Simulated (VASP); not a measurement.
Here is a VASP 6.6.1 calculation.

Contents of INCAR:

```
ALGO = Normal
EDIFF = 1E-7
EDIFFG = -0.01
ENCUT = 600
GGA = RP
IBRION = 2
ISIF = 3
ISMEAR = -1
ISPIN = 2
IVDW = 12
LASPH = T
LCHARG = F
LMAXMIX = 4
LORBIT = 11
LREAL = F
LWAVE = F
MAGMOM = 1
NELM = 150
NSW = 60
PREC = Accurate
SIGMA = 0.05
```

Contents of KPOINTS:

```
k-points
0
Gamma
  13 13 13
```

File POSCAR:

```
Ni
1.0
   -1.3837154700      1.3837154700      1.3837154700
    1.3837154700     -1.3837154700      1.3837154700
    1.3837154700      1.3837154700     -1.3837154700
Ni
1
Direct
    0.0000000000      0.0000000000      0.0000000000
```

Potentials or basis: VASP PAW PBE potentials, release 64 (Ni).

Command:

```bash
$ cat potpaw_PBE.64/Ni/POTCAR > POTCAR
$ mpirun -np 1 vasp_std > vasp.out
```

Predict the space group after relaxing (to 0.05 Å).

Im-3m (No. 229).

What does it give for the relaxed volume?

9.58 Å³/atom.

Predict the relaxed cell.

a = 2.318 Å, b = 2.318 Å, c = 2.318 Å, α = 109.47°, β = 109.47°, γ = 109.47°.

What does it give for the net moment?

0.28 μB per cell.

The path:
| step | energy change (eV) | largest force (eV/Å) | pressure (GPa) | volume (Å³) |
| --- | --- | --- | --- | --- |
| 1 | 0.0000 | 0.0000 | -20.49 | 10.60 |
| 2 | 0.0260 | 0.0000 | 36.37 | 8.65 |
| 3 | -0.0694 | 0.0000 | -0.92 | 9.62 |
| 4 | -0.0695 | 0.0000 | -0.18 | 9.59 |
| 5 | -0.0695 | 0.0000 | 0.38 | 9.57 |
| 6 | -0.0695 | 0.0000 | -0.39 | 9.60 |
| 7 | -0.0695 | 0.0000 | 0.06 | 9.58 |

Caveat: the PAW data sets were made with another functional, which shifts forces and pressure a little; pairwise dispersion overbinds metals, which lowers pressure and volume.
